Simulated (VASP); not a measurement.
# PbSe (P4/nmm) in VASP: a series of runs

Runs on PbSe. Level: PBE. Tasks: single point.

Everything below comes from runs of VASP 6.6.1. Logs are shortened: lines on timing, memory, paths and dates and some standing lists are left out, and cuts for length are marked.

**1. The cell of the first run**

Symmetry: P4/nmm, No. 129, tetragonal system. Conventional cell: a = 5.305 Å, b = 5.305 Å, c = 4.057 Å, α = 90.00°, β = 90.00°, γ = 90.00°. Within 4.1 Å of Pb (site symmetry 4mm) lie 8 Se at 2.99 to 3.76 Å and 6 Pb at 3.97 to 4.06 Å. Se (site symmetry -4m2) has 8 Pb at 2.99 to 3.76 Å and 4 Se at 3.75 Å within 3.9 Å.

**2. Single point, PBE (28.54 Å³/atom)**

File INCAR:

```
SYSTEM = PbSe
PREC = Accurate
ENCUT = 520
EDIFF = 1E-6
ISMEAR = 0
SIGMA = 0.05
LREAL = .False.
LASPH = .True.
NELM = 60
ALGO = Normal
ISIF = 2
LWAVE = .False.
LCHARG = .False.
GGA = PE
NBANDS = 28
```

File KPOINTS:

```
regular mesh
0
Gamma
  6 6 8
  0 0 0
```

File POSCAR:

```
PbSe
1.0
    5.3047706826      0.0000000000      0.0000000000
    0.0000000000      5.3047706826      0.0000000000
    0.0000000000      0.0000000000      4.0565861092
Pb Se
2 2
Direct
    0.5000000000      0.0000000000      0.3414289887
    0.0000000000      0.5000000000      0.6585710113
    0.0000000000      0.0000000000      0.0000000000
    0.5000000000      0.5000000000      0.0000000000
```

Potentials or basis: VASP PAW PBE potentials, release 64 (Pb_d, Se).

Launch:

```console
$ cat potpaw_PBE.64/Pb_d/POTCAR potpaw_PBE.64/Se/POTCAR > POTCAR
$ mpirun -np 1 vasp_std > vasp.out
```

OUTCAR:

```text
SYSTEM = PbSe
   PREC = Accurate
   ENCUT = 520
   EDIFF = 1E-6
   ISMEAR = 0
   LREAL = .False.
   LASPH = .True.
   NELM = 60
   ISIF = 2
   GGA = PE

 ion  position               nearest neighbor table
   1  0.500  0.000  0.341-   3 2.99   4 2.99   4 2.99   3 2.99   2 3.97   2 3.97   2 3.97   2 3.97

   2  0.000  0.500  0.659-   3 2.99   4 2.99   3 2.99   4 2.99   1 3.97   1 3.97   1 3.97   1 3.97

   3  0.000  0.000  0.000-   1 2.99   2 2.99   2 2.99   1 2.99
   4  0.500  0.500  0.000-   1 2.99   2 2.99   1 2.99   2 2.99

  LATTYP: Found a simple tetragonal cell.
 ALAT       =     5.3047706826
 C/A-ratio  =     0.7647052723

  Lattice vectors:

 A1 = (   5.3047706826,   0.0000000000,   0.0000000000)
 A2 = (   0.0000000000,   5.3047706826,   0.0000000000)
 A3 = (   0.0000000000,   0.0000000000,   4.0565861092)

Analysis of symmetry for initial positions (statically):
=====================================================================
 Subroutine PRICEL returns:
 Original cell was already a primitive cell.

 Routine SETGRP: Setting up the symmetry group for a
 simple tetragonal supercell.

 Subroutine GETGRP returns: Found 16 space group operations
 (whereof  8 operations were pure point group operations)
 out of a pool of 16 trial point group operations.

The static configuration has the point symmetry D_2d.
 The point group associated with its full space group is D_4h.

Analysis of symmetry for dynamics (positions and initial velocities):
=====================================================================
 Subroutine PRICEL returns:
 Original cell was already a primitive cell.

 Routine SETGRP: Setting up the symmetry group for a
 simple tetragonal supercell.

 Subroutine GETGRP returns: Found 16 space group operations
 (whereof  8 operations were pure point group operations)
 out of a pool of 16 trial point group operations.

The dynamic configuration has the point symmetry D_2d.
 The point group associated with its full space group is D_4h.

 Subroutine INISYM returns: Found 16 space group operations
 (whereof  8 operations are pure point group operations),
 and found     1 'primitive' translations

----------------------------------------------------------------------------------------

                                     Primitive cell

  volume of cell :     114.1547

  direct lattice vectors                    reciprocal lattice vectors
     5.304770683  0.000000000  0.000000000     0.188509562  0.000000000  0.000000000
     0.000000000  5.304770683  0.000000000     0.000000000  0.188509562  0.000000000
     0.000000000  0.000000000  4.056586109     0.000000000  0.000000000  0.246512701

  length of vectors
     5.304770683  5.304770683  4.056586109     0.188509562  0.188509562  0.246512701

  position of ions in fractional coordinates (direct lattice)
     0.500000000  0.000000000  0.341428989
     0.000000000  0.500000000  0.658571011
     0.000000000  0.000000000  0.000000000
     0.500000000  0.500000000  0.000000000

  ion indices of the primitive-cell ions
   primitive index   ion index
                 1           1
                 2           2
                 3           3
                 4           4

----------------------------------------------------------------------------------------

 KPOINTS: regular mesh

Automatic generation of k-mesh.
 Grid dimensions read from file:
 generate k-points for:    6    6    8

 Generating k-lattice:

  Cartesian coordinates                     Fractional coordinates (reciprocal lattice)
     0.031418260  0.000000000  0.000000000     0.166666667  0.000000000  0.000000000
     0.000000000  0.031418260  0.000000000     0.000000000  0.166666667  0.000000000
     0.000000000  0.000000000  0.030814088     0.000000000  0.000000000  0.125000000

  Length of vectors
     0.031418260  0.031418260  0.030814088

  Shift w.r.t. Gamma in fractional coordinates (k-lattice)
     0.000000000  0.000000000  0.000000000

 Subroutine IBZKPT returns following result:
 ===========================================

 Found     50 irreducible k-points:

 Following reciprocal coordinates:
            Coordinates               Weight
  0.000000  0.000000  0.000000      1.000000
  0.166667  0.000000  0.000000      4.000000
  0.333333  0.000000  0.000000      4.000000
  0.500000  0.000000  0.000000      2.000000
  0.166667  0.166667  0.000000      4.000000
  0.333333  0.166667  0.000000      8.000000
[... 16 lines left out ...]
  0.333333  0.000000  0.250000      8.000000
  0.500000  0.000000  0.250000      4.000000
 [... further k-points ...]
   k-points           NKPTS =     50   k-points in BZ     NKDIM =     50   number of bands    NBANDS=     28
   number of dos      NEDOS =    301   number of ions     NIONS =      4
   total plane-waves  NPLWV =  48000
   dimension x,y,z NGX =    40 NGY =   40 NGZ =   30
   dimension x,y,z NGXF=    80 NGYF=   80 NGZF=   60
   ions per type =               2   2
   NGX,Y,Z   is equivalent  to a cutoff of  12.54, 12.54, 12.29 a.u.
   NGXF,Y,Z  is equivalent  to a cutoff of  25.07, 25.07, 24.59 a.u.
 SYSTEM =  PbSe
   PREC   = accura    normal or accurate (medium, high low for compatibility)
   ISTART =      0    job   : 0-new  1-cont  2-samecut
   ICHARG =      2    charge: 1-file 2-atom 10-const
   ISPIN  =      1    spin polarized calculation?
   LNONCOLLINEAR =      F non collinear calculations
   LSORBIT =      F    spin-orbit coupling
   LASPH  =      T    aspherical Exc in radial PAW
   ENCUT  =  520.0 eV  38.22 Ry    6.18 a.u.   9.86  9.86  7.54*2*pi/ulx,y,z
   NELM   =     60;   NELMIN=  2; NELMDL= -5     # of ELM steps
   EDIFF  = 0.1E-05   stopping-criterion for ELM
   LREAL  =      F    real-space projection
   EDIFFG = 0.1E-04   stopping-criterion for IOM
   NSW    =      0    number of steps for IOM
   IBRION =     -1    ionic relax: 0-MD 1-quasi-New 2-CG
   NFREE  =      0    steps in history (QN), initial steepest desc. (CG)
   ISIF   =      2    stress and relaxation
   ISYM   =      2    0-nonsym 1-usesym 2-fastsym
   POTIM  = 0.5000    time-step for ionic-motion
   TEBEG  =    0.0;   TEEND  =   0.0 temperature during run
   PSTRESS=    0.0 pullay stress
   NELECT =      40.0000    total number of electrons
   NUPDOWN=      -1.0000    fix difference up-down
   EMIN   =  10.00;   EMAX   =-10.00  energy-range for DOS
   EFERMI =   0.00;   METHOD = LEGACY
   ISMEAR =     0;   SIGMA  =   0.05  broadening in eV -4-tet -1-fermi 0-gaus
   EFERMI_NEDOS =   21; number of points for ismear=-14 and -15
   IALGO  =     38    algorithm
   IMIX   =      4    mixing-type and parameters
     AMIX     =   0.40;   BMIX     =  1.00
     AMIX_MAG =   1.60;   BMIX_MAG =  1.00
  volume/ion in A,a.u.               =      28.54       192.59
  Fermi-wavevector in a.u.,A,eV,Ry     =   1.154153  2.181034 18.123912  1.332070
  Thomas-Fermi vector in A             =   2.290792
   LORBIT       =      0    0 simple, 1 ext, 2 COOP (PROOUT), +10 PAW based schemes
   GGA     = PE    functional components
   LHFCALC =     F    Hartree Fock is set to
   AEXX    =    0.0000 exact exchange contribution
   IVDW    =     0    specifies the selected vdW correction
   LEPSILON=     F    determine dielectric tensor
   LRPA    =     F    only Hartree local field effects (RPA)
 non-spin polarized calculation
 Gauss-broadening in eV      SIGMA  =   0.05
  energy-cutoff  :      520.00
  volume of cell :      114.15
 maximum number of plane-waves:      3128
 NGX is ok and might be reduce to    40
   NGX = 19   NGY = 19   NGZ = 15

 number of electron      39.9999999 magnetization

 Free energy of the ion-electron system (eV)
  ---------------------------------------------------
  ext. energy  EPLUGINS =         0.00000000
  ---------------------------------------------------
  free energy    TOTEN  =       -15.68359295 eV

  energy without entropy =      -15.68359274  energy(sigma->0) =      -15.68359284

 E-fermi :   4.8759     XC(G=0):  -9.6152

 val. band max:        4.7369871593   @ k =   0.5000   0.5000   0.5000
 cond. band min:       5.0251535406   @ k =   0.1667   0.1667   0.3750
 fundamental gap:      0.2881663813
 Fermi energy:         4.8758597613

 k-point     1 :       0.0000    0.0000    0.0000
  band No.  band energies     occupation
      1     -11.9641      2.00000
      2     -11.9388      2.00000
      3     -11.9382      2.00000
      4     -11.9130      2.00000
      5     -11.8973      2.00000
      6     -11.8973      2.00000
[... 20 lines left out ...]
     27      10.2608      0.00000
     28      11.2280      0.00000

 k-point     2 :       0.1667    0.0000    0.0000
  band No.  band energies     occupation
      1     -11.9537      2.00000
      2     -11.9401      2.00000
      3     -11.9383      2.00000
      4     -11.9095      2.00000
      5     -11.8970      2.00000
      6     -11.8949      2.00000
[... 20 lines left out ...]
     27      10.9410      0.00000
     28      11.7797      0.00000

 k-point     3 :       0.3333    0.0000    0.0000
  band No.  band energies     occupation
      1     -11.9419      2.00000
      2     -11.9396      2.00000
      3     -11.9277      2.00000
      4     -11.9023      2.00000
      5     -11.8967      2.00000
      6     -11.8895      2.00000
[... 20 lines left out ...]
     27      11.6466      0.00000
     28      12.1622      0.00000

 k-point     4 :       0.5000    0.0000    0.0000
  band No.  band energies     occupation
      1     -11.9416      2.00000
      2     -11.9416      2.00000
      3     -11.9000      2.00000
      4     -11.9000      2.00000
      5     -11.8977      2.00000
      6     -11.8977      2.00000
[... 578 lines left out ...]
     27      11.2540      0.00000
     28      13.0133      0.00000

 k-point    23 :       0.3333    0.0000    0.2500
  band No.  band energies     occupation
      1     -11.9368      2.00000
      2     -11.9294      2.00000
      3     -11.9197      2.00000
      4     -11.9063      2.00000
      5     -11.9063      2.00000
      6     -11.8885      2.00000
[... 20 lines left out ...]
     27      12.4486      0.00000
     28      12.8575      0.00000

 k-point    24 :       0.5000    0.0000    0.2500
  band No.  band energies     occupation
      1     -11.9365      2.00000
      2     -11.9365      2.00000
      3     -11.9149      2.00000
      4     -11.9149      2.00000
      5     -11.8935      2.00000
      6     -11.8935      2.00000
[... 20 lines left out ...]
     27      13.2496      0.00000
     28      13.2496      0.00000

 [... further k-points ...]
[... 5 lines left out ...]
  --------------------------------------------------------------------------------------
  -------------------------------------------------------------------------------------
  Total        0.9093792      0.9093792      0.8842128      0.0000000     -0.0000000      0.0000000
  in kB       12.7632612     12.7632612     12.4100471      0.0000000     -0.0000000      0.0000000
  external PRESSURE =      12.6455232 kB  Pullay stress =       0.0000000 kB

 VOLUME and BASIS-vectors are now :
 -----------------------------------------------------------------------------
  energy-cutoff  :      520.00
  volume of cell :      114.15
      direct lattice vectors                 reciprocal lattice vectors
     5.304770683  0.000000000  0.000000000     0.188509562  0.000000000  0.000000000
     0.000000000  5.304770683  0.000000000     0.000000000  0.188509562  0.000000000
     0.000000000  0.000000000  4.056586109     0.000000000  0.000000000  0.246512701

 POSITION                                       TOTAL-FORCE (eV/Angst)
 -----------------------------------------------------------------------------------
      2.65239      0.00000      1.38504         0.000000     -0.000000      0.005390
      0.00000      2.65239      2.67155        -0.000000      0.000000     -0.005390
      0.00000      0.00000      0.00000        -0.000000      0.000000      0.000000
      2.65239      2.65239      0.00000         0.000000     -0.000000      0.000000
 -----------------------------------------------------------------------------------
    total drift:                               -0.000000      0.000000     -0.000000

  FREE ENERGIE OF THE ION-ELECTRON SYSTEM (eV)
  ---------------------------------------------------
  free  energy   TOTEN  =       -15.6835929471 eV

  energy  without entropy=      -15.6835927417  energy(sigma->0) =      -15.68359284
```

It took 2.3 min on 1 thread of AMD EPYC 9R45 (Zen 5), shared host; peak memory 0.25 GiB.

Results:

| Quantity | Value |
| --- | --- |
| Free energy | -15.6836 eV |
| Pressure | 1.3 GPa |
| Largest force | 0.005 eV/Å |
| Band gap on the k mesh | 0.29 eV (least direct gap 0.73 eV) |

Forces in eV/Å, atoms in the order of the input:
```
Pb   0.000  0.000  0.005
Pb   0.000  0.000 -0.005
Se   0.000  0.000  0.000
Se   0.000  0.000  0.000
```

Levels at points of the mesh, in eV from the valence-band top:
```csv
k point,band 17,band 18,band 19,band 20,band 21,band 22,band 23,band 24
"(0.00, 0.00, 0.00)",-1.39,-1.39,-1.14,-0.19,2.37,4.47,4.59,4.59
"(0.50, 0.00, 0.00)",-1.17,-1.17,-0.38,-0.38,1.95,1.95,4.67,4.67
"(0.50, 0.50, 0.00)",-0.52,-0.52,-0.14,-0.14,0.69,0.69,3.41,3.41
"(0.00, 0.00, 0.50)",-1.83,-1.34,-1.09,-1.09,0.66,0.87,0.88,0.88
"(0.50, 0.00, 0.50)",-2.17,-2.17,-1.45,-1.45,2.06,2.06,2.77,2.77
"(0.50, 0.50, 0.50)",-3.50,-3.50,0.00,0.00,4.21,4.21,4.22,4.22
```

Caveat: spin-orbit coupling is left out, which moves the levels of the heavy elements. A k mesh can miss the band edges.

**3. Single point, PBE (28.99 Å³/atom)**

This run uses another cell than the first one, of 28.99 Å³/atom.

INCAR: that of step 2 with these lines changed.

```diff
@@ -8,3 +8,3 @@
 LASPH = .True.
-NELM = 60
+NELM = 100
 ALGO = Normal
```

File KPOINTS:

```
Automatic mesh
0
Gamma
  6 6 8
  0 0 0
```

File POSCAR:

```
PbSe
1.0
    5.3182755646      0.0000000000      0.0000000000
    0.0000000000      5.3182755646      0.0000000000
    0.0000000000      0.0000000000      4.1000738609
Pb Se
2 2
Direct
    0.5000000000      0.0000000000      0.3350089974
    0.0000000000      0.5000000000      0.6649910026
    0.0000000000      0.0000000000      0.0000000000
    0.5000000000      0.5000000000      0.0000000000
```

Potentials or basis: VASP PAW PBE potentials, release 64 (Pb_d, Se).

Launch:

```console
$ cat potpaw_PBE.64/Pb_d/POTCAR potpaw_PBE.64/Se/POTCAR > POTCAR
$ mpirun -np 1 vasp_std > vasp.out
```

It took 2.1 min on 1 thread of AMD EPYC 9R45 (Zen 5), shared host; peak memory 0.26 GiB.

The run converged. Its results:

| Item | Value |
| --- | --- |
| Free energy | -15.6956 eV |
| Pressure | 0.9 GPa |
| Largest force | 0.005 eV/Å |
| Band gap on the k mesh | 0.33 eV (least direct gap 0.77 eV) |

Forces in eV/Å, atoms in the order of the input:
```
Pb   0.000  0.000  0.005
Pb   0.000  0.000 -0.005
Se   0.000  0.000  0.000
Se   0.000  0.000  0.000
```

Levels at points of the mesh, in eV from the valence-band top:
```
           k point  band 17  band 18  band 19  band 20  band 21  band 22  band 23  band 24
(0.00, 0.00, 0.00)    -1.36    -1.36    -1.11    -0.21     2.27     4.31     4.57     4.57
(0.50, 0.00, 0.00)    -1.20    -1.20    -0.39    -0.39     1.94     1.94     4.64     4.64
(0.50, 0.50, 0.00)    -0.57    -0.57    -0.13    -0.13     0.72     0.72     3.39     3.39
(0.00, 0.00, 0.50)    -1.76    -1.34    -1.10    -1.10     0.70     0.91     0.96     0.96
(0.50, 0.00, 0.50)    -2.18    -2.18    -1.38    -1.38     2.14     2.14     2.75     2.75
(0.50, 0.50, 0.50)    -3.40    -3.40     0.00     0.00     4.13     4.13     4.18     4.18
```

Caveat: spin-orbit coupling is left out, which moves the levels of the heavy elements.

**4. Single point, PBE (29.60 Å³/atom)**

This run uses another cell than the first one, of 29.60 Å³/atom.

File INCAR:

```
SYSTEM = PbSe
PREC = Accurate
ENCUT = 520
EDIFF = 1E-7
ISMEAR = 0
SIGMA = 0.05
LREAL = .FALSE.
LASPH = .TRUE.
NELM = 60
ALGO = Normal
ISIF = 2
LWAVE = .FALSE.
LCHARG = .FALSE.
GGA = PE
NBANDS = 28
```

File KPOINTS:

```
regular mesh
0
G
  6 6 8
  0 0 0
```

File POSCAR:

```
PbSe
1.0
    5.3341305816      0.0000000000      0.0000000000
    0.0000000000      5.3341305816      0.0000000000
    0.0000000000      0.0000000000      4.1606473715
Pb Se
2 2
Direct
    0.5000000000      0.0000000000      0.3266571802
    0.0000000000      0.5000000000      0.6733428198
    0.0000000000      0.0000000000      0.0000000000
    0.5000000000      0.5000000000      0.0000000000
```

Launch:

```console
$ cat potpaw_PBE.64/Pb_d/POTCAR potpaw_PBE.64/Se/POTCAR > POTCAR
$ mpirun -np 1 vasp_std > vasp.out
```

Run time: 2 min. Hardware: 1 thread of AMD EPYC 9R45 (Zen 5), shared host; peak memory 0.27 GiB.

It converged, with:

| Item | Value |
| --- | --- |
| Free energy | -15.7049 eV |
| Pressure | 0.4 GPa |
| Largest force | 0.003 eV/Å |
| Band gap on the k mesh | 0.38 eV (least direct gap 0.83 eV) |

Forces in eV/Å, atoms in the order of the input:
```
Pb   0.000  0.000  0.003
Pb   0.000  0.000 -0.003
Se   0.000  0.000  0.000
Se   0.000  0.000  0.000
```

Levels at points of the mesh, in eV from the valence-band top:
```tsv
k point	band 16	band 17	band 18	band 19	band 20	band 21	band 22	band 23	band 24	band 25
(0.00, 0.00, 0.00)	-4.01	-1.33	-1.33	-1.06	-0.24	2.14	4.11	4.55	4.55	5.14
(0.50, 0.00, 0.00)	-2.92	-1.23	-1.23	-0.41	-0.41	1.94	1.94	4.60	4.60	4.82
(0.50, 0.50, 0.00)	-1.12	-0.63	-0.63	-0.12	-0.12	0.76	0.76	3.36	3.36	4.13
(0.00, 0.00, 0.50)	-3.03	-1.67	-1.34	-1.10	-1.10	0.76	0.96	1.07	1.07	4.75
(0.50, 0.00, 0.50)	-3.10	-2.19	-2.19	-1.29	-1.29	2.25	2.25	2.73	2.73	4.46
(0.50, 0.50, 0.50)	-3.52	-3.27	-3.27	0.00	0.00	4.01	4.01	4.14	4.14	4.32
```

Caveat: spin-orbit coupling is left out, which moves the levels of the heavy elements. A k mesh can miss the band edges.

(Continued in part 2 of 2.)
